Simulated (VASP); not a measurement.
Here is a VASP 6.6.1 calculation.

INCAR

```
SYSTEM = Li
PREC = Accurate ; ENCUT = 520
EDIFF = 1E-7 ; ISMEAR = 0
SIGMA = 0.15 ; LREAL = .False.
LASPH = .True. ; NELM = 80
ALGO = Fast ; ISIF = 2
LWAVE = .False. ; LCHARG = .False.
GGA = PS ; IVDW = 12
NBANDS = 10
```

File KPOINTS:

```
regular mesh
0
Gamma
  16 16 10
  0 0 0
```

The input POSCAR:

```
Li
1.0
    0.0000000000     -2.0954789853     -2.0954789853
    0.0000000000      2.0954789853     -2.0954789853
    4.1909579706      0.0000000000      0.0000000000
Li
2
Direct
    0.7028175911      0.5000000000      0.5000000000
   -0.2028175911      0.0000000000      0.0000000000
```

Potentials or basis: VASP PAW PBE potentials, release 64 (Li_sv).

Command:

```bash
$ cat potpaw_PBE.64/Li_sv/POTCAR > POTCAR
$ mpirun -np 1 vasp_std > vasp.out
```

Task: Predict the dispersion energy per atom.

Result: -0.165 eV.

Task: What does it give for the largest force?

Result: 0.224 eV/Å.

Task: What does it give for the band gap on the k mesh?

Result: Zero (band 3 reaches 3.50 eV, above the bottom of band 4 at -1.20 eV).

Forces in eV/Å, atoms in the order of the input:
```
Li   0.000  0.158  0.158
Li   0.000 -0.158 -0.158
```

Caveat: the cell differs from its parent crystal (mode 4 frozen in at -0.425 Å and mode 5 at -0.425 Å (largest displacements)); the PAW data sets were made with another functional, which shifts forces and pressure a little.
